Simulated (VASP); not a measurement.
A run of VASP 6.6.1:

The input POSCAR:

```
TlCl
1.0
    3.8388256296      0.0000000000      0.0000000000
    0.0000000000      3.8388256296      0.0000000000
    0.0000000000      0.0000000000      3.8388256296
Tl Cl
1 1
Direct
    0.0000000000      0.0000000000      0.0000000000
    0.5000000000      0.5000000000      0.5000000000
```

The input INCAR.step1:

```
SYSTEM = TlCl
ALGO = Normal
EDIFF = 1E-5
ENCUT = 400
GGA = PE
GGA_COMPAT = .FALSE.
ISIF = 2
ISMEAR = 0
LASPH = .TRUE.
LCHARG = .FALSE.
LREAL = .FALSE.
LWAVE = .TRUE.
NBANDS = 17
NELM = 120
PREC = Accurate
SIGMA = 0.01
```

Contents of INCAR.step2:

```
SYSTEM = TlCl
ALGO = Normal
EDIFF = 1E-6
ENCUT = 400
GGA = PE
GGA_COMPAT = .FALSE.
HFSCREEN = 0.2079
ISIF = 2
ISMEAR = 0
ISTART = 1
LASPH = .TRUE.
LCHARG = .FALSE.
LHFCALC = .TRUE.
LREAL = .FALSE.
LWAVE = .FALSE.
NBANDS = 17
NELM = 120
PREC = Accurate
PRECFOCK = Normal
SIGMA = 0.01
```

File KPOINTS:

```
k-points
0
G
  4 4 4
  0 0 0
```

Potentials or basis: VASP PAW PBE potentials, release 64 (Tl_d, Cl).

Command:

```bash
$ cat potpaw_PBE.64/Tl_d/POTCAR potpaw_PBE.64/Cl/POTCAR > POTCAR
$ cp INCAR.step1 INCAR
$ mpirun -np 1 vasp_std > vasp.out
$ cp INCAR.step2 INCAR
$ mpirun -np 1 vasp_std > vasp.out
```

Hardware: 1 thread of AMD EPYC 7R13 Processor (Zen 3), on a shared host.

Q: How long does it take, and how much memory?

A: It took 4.3 min on 1 thread of AMD EPYC 7R13 Processor (Zen 3), with other jobs on the host, peak memory 0.23 GiB. Counts: k points 10.
